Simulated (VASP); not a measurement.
# TiC (Fm-3m) in VASP: notebook, part 2 of 2

VASP 6.6.1. Earlier steps stand in the parts before.

### 4 Single point, PBE

This run uses another cell than the first one, of 10.17 Å³/atom.

The input, INCAR:

```
SYSTEM = TiC
  ALGO = Normal
  EDIFF = 1E-7
  ENCUT = 520
  GGA = PE
  ISIF = 2
  ISMEAR = -1
  LASPH = .TRUE.
  LCHARG = .FALSE.
  LREAL = .FALSE.
  LWAVE = .FALSE.
  NBANDS = 15
  NELM = 60
  PREC = Accurate
  SIGMA = 0.05
```

The input, KPOINTS:

```
k-points
0
G
  11 11 11
  0 0 0
```

The input, POSCAR:

```
TiC
1.0
    0.0000000000      2.1664354181      2.1664354181
    2.1664354181      0.0000000000      2.1664354181
    2.1664354181      2.1664354181      0.0000000000
Ti C
1 1
Direct
    0.0000000000      0.0000000000      0.0000000000
    0.5000000000      0.5000000000      0.5000000000
```

Potentials or basis: VASP PAW PBE potentials, release 64 (Ti_sv, C).

Run with:

```console
$ cat potpaw_PBE.64/Ti_sv/POTCAR potpaw_PBE.64/C/POTCAR > POTCAR
$ mpirun -np 1 vasp_std > vasp.out
```

OUTCAR:

```text
SYSTEM = TiC
   EDIFF = 1E-7
   ENCUT = 520
   GGA = PE
   ISIF = 2
   ISMEAR = -1
   LASPH = .TRUE.
   LREAL = .FALSE.
   NELM = 60
   PREC = Accurate

 ion  position               nearest neighbor table
   1  0.000  0.000  0.000-   2 2.17   2 2.17   2 2.17   2 2.17   2 2.17   2 2.17
   2  0.500  0.500  0.500-   1 2.17   1 2.17   1 2.17   1 2.17   1 2.17   1 2.17

  LATTYP: Found a face centered cubic cell.
 ALAT       =     4.3328708362

  Lattice vectors:

 A1 = (   0.0000000000,   2.1664354181,   2.1664354181)
 A2 = (   2.1664354181,   0.0000000000,   2.1664354181)
 A3 = (   2.1664354181,   2.1664354181,   0.0000000000)

Analysis of symmetry for initial positions (statically):
=====================================================================
 Subroutine PRICEL returns:
 Original cell was already a primitive cell.

 Routine SETGRP: Setting up the symmetry group for a
 face centered cubic supercell.

 Subroutine GETGRP returns: Found 48 space group operations
 (whereof 48 operations were pure point group operations)
 out of a pool of 48 trial point group operations.

The static configuration has the point symmetry O_h .

[... 173 lines left out ...]
      6      10.0924      0.00001
      7      10.0924      0.00001
      8      10.0924      0.00001
      9      11.0771      0.00000
     10      11.0771      0.00000
     11      11.0771      0.00000
     12      11.1097      0.00000
     13      11.1097      0.00000
     14      19.8686      0.00000
[... 401 lines left out ...]
      2     -23.4885      2.00000
      3     -23.3246      2.00000
      4     -23.2378      2.00000
      5      -1.2737      2.00000
      6       6.1582      2.00000
      7       7.2390      2.00000
      8       7.4707      2.00000
      9      10.9440      0.00000
     10      12.0462      0.00000
     11      12.9659      0.00000
     12      13.7518      0.00000
     13      16.6406      0.00000
     14      21.1730      0.00000
     15      22.8785      0.00000

 [... further k-points ...]

------------------------ aborting loop because EDIFF is reached ----------------------------------------

  FORCE on cell =-STRESS in cart. coord.  units (eV):
  Direction    XX          YY          ZZ          XY          YZ          ZX
  --------------------------------------------------------------------------------------
  -------------------------------------------------------------------------------------
  Total        0.0312828      0.0312828      0.0312828      0.0000000     -0.0000000      0.0000000
  in kB        2.4646174      2.4646174      2.4646174      0.0000000     -0.0000000      0.0000000
  external PRESSURE =       2.4646174 kB  Pullay stress =       0.0000000 kB

 VOLUME and BASIS-vectors are now :
 -----------------------------------------------------------------------------
  energy-cutoff  :      520.00
  volume of cell :       20.34
      direct lattice vectors                 reciprocal lattice vectors
     0.000000000  2.166435418  2.166435418    -0.230793863  0.230793863  0.230793863
     2.166435418  0.000000000  2.166435418     0.230793863 -0.230793863  0.230793863
     2.166435418  2.166435418  0.000000000     0.230793863  0.230793863 -0.230793863

 POSITION                                       TOTAL-FORCE (eV/Angst)
 -----------------------------------------------------------------------------------
      0.00000      0.00000      0.00000         0.000000     -0.000000     -0.000000
      2.16644      2.16644      2.16644        -0.000000      0.000000      0.000000
 -----------------------------------------------------------------------------------
    total drift:                                0.000000     -0.000000     -0.000000

  FREE ENERGIE OF THE ION-ELECTRON SYSTEM (eV)
  ---------------------------------------------------
  free  energy   TOTEN  =       -18.7104015845 eV

  energy  without entropy=      -18.7080335116  energy(sigma->0) =      -18.70921755
```

OSZICAR:

```text
N       E                     dE             d eps       ncg     rms          rms(c)
DAV:   1     0.115334143905E+03    0.11533E+03   -0.79517E+03  1687   0.127E+03
DAV:   2    -0.169172367247E+02   -0.13225E+03   -0.12444E+03  1792   0.333E+02
DAV:   3    -0.240849917359E+02   -0.71678E+01   -0.70533E+01  2174   0.769E+01
DAV:   4    -0.243204194415E+02   -0.23543E+00   -0.23523E+00  2198   0.124E+01
DAV:   5    -0.243249346495E+02   -0.45152E-02   -0.45148E-02  2078   0.155E+00    0.182E+01
DAV:   6    -0.193339589854E+02    0.49910E+01   -0.11848E+01  2356   0.563E+01    0.694E+00
DAV:   7    -0.187473827083E+02    0.58658E+00   -0.21688E+00  1988   0.208E+01    0.489E+00
DAV:   8    -0.187238000796E+02    0.23583E-01   -0.10573E-01  1869   0.337E+00    0.344E+00
DAV:   9    -0.187141140644E+02    0.96860E-02   -0.10095E-01  2311   0.444E+00    0.756E-01
DAV:  10    -0.187126376950E+02    0.14764E-02   -0.11920E-02  2163   0.140E+00    0.652E-01
DAV:  11    -0.187105677035E+02    0.20700E-02   -0.28185E-03  1946   0.749E-01    0.188E-01
DAV:  12    -0.187104127493E+02    0.15495E-03   -0.32706E-04  2355   0.254E-01    0.407E-02
DAV:  13    -0.187104013064E+02    0.11443E-04   -0.42479E-05  1932   0.701E-02    0.507E-03
DAV:  14    -0.187104017555E+02   -0.44912E-06   -0.15922E-06  1939   0.111E-02    0.335E-03
DAV:  15    -0.187104016179E+02    0.13770E-06   -0.38908E-07  1939   0.106E-02    0.257E-03
DAV:  16    -0.187104015845E+02    0.33311E-07   -0.54027E-08  1163   0.362E-03
   1 F= -.18710402E+02 E0= -.18709218E+02  d E =-.236807E-02
```

Run time: 36 s. Hardware: 1 thread of AMD EPYC 7R13, shared host; peak memory 0.12 GiB.

Results:

```
Free energy            : -18.7104 eV
Pressure               : 0.2 GPa
Band gap on the k mesh : zero (bands 8 and 9 overlap by 1.10 eV)
```

### 5 The runs side by side

| level | cell | smearing | gap on the mesh (eV) | pressure (GPa) |
| --- | --- | --- | --- | --- |
| PBEsol | a = 3.036 Å, angles 60.0°, 2 atoms | fermi-dirac 0.05 eV | none | 0.2 |
| PBE | a = 3.063 Å, angles 60.0°, 2 atoms | gaussian 0.011 eV | none | 0.5 |
| PBE | a = 3.064 Å, angles 60.0°, 2 atoms | fermi-dirac 0.05 eV | none | 0.2 |

Alike in all rows: task single point; potentials or basis VASP PAW PBE potentials, release 64 (Ti_sv, C); no spin polarisation; k mesh 11 × 11 × 11; cutoff (eV) 520.

Caveats: the PAW data sets were made with another functional, which shifts forces and pressure a little (at least some runs).

Total energies depend on the potentials used, so only differences within one code and one set of settings carry meaning.
